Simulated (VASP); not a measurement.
H19C2NO8, 30 atoms in the cell. The cell holds a disordered packing, 30 atoms: a = 6.889 Å, b = 6.889 Å, c = 6.889 Å, α = 90.00°, β = 90.00°, γ = 90.00°. 

| Property | Result |
| --- | --- |
| Program | VASP 6.6.1 |
| Task | single point |
| Functional | PBEsol |
| Potentials or basis | VASP PAW PBE potentials, release 64 (O_h, H_h, C_h, N_h) |
| Cutoff | 1000 eV |
| k mesh | 1 × 1 × 1 |
| Occupations | fermi-dirac, width 0.05 eV |
| Spin | no spin polarisation |
| Dipole correction | no |
| Further INCAR settings | LREAL = Auto; ALGO = Normal; EDIFF = 1e-06; NBANDS = 61 |

Potentials or basis: VASP PAW PBE potentials, release 64 (O_h, H_h, C_h, N_h).

The run is started by

```sh
$ cat potpaw_PBE.64/O_h/POTCAR potpaw_PBE.64/H_h/POTCAR potpaw_PBE.64/C_h/POTCAR potpaw_PBE.64/N_h/POTCAR > POTCAR
$ mpirun -np 1 vasp_gam > vasp.out
```

Hardware: 1 thread of Intel(R) Xeon(R) Platinum 8488C (Sapphire Rapids), with other jobs on the host.

Problem. Estimate the wall time of this run.

Solution. It took 95 s on 1 thread of Intel(R) Xeon(R) Platinum 8488C (Sapphire Rapids), on a shared host, peak memory 0.77 GiB. Counts: scf iterations 17, k points 1.
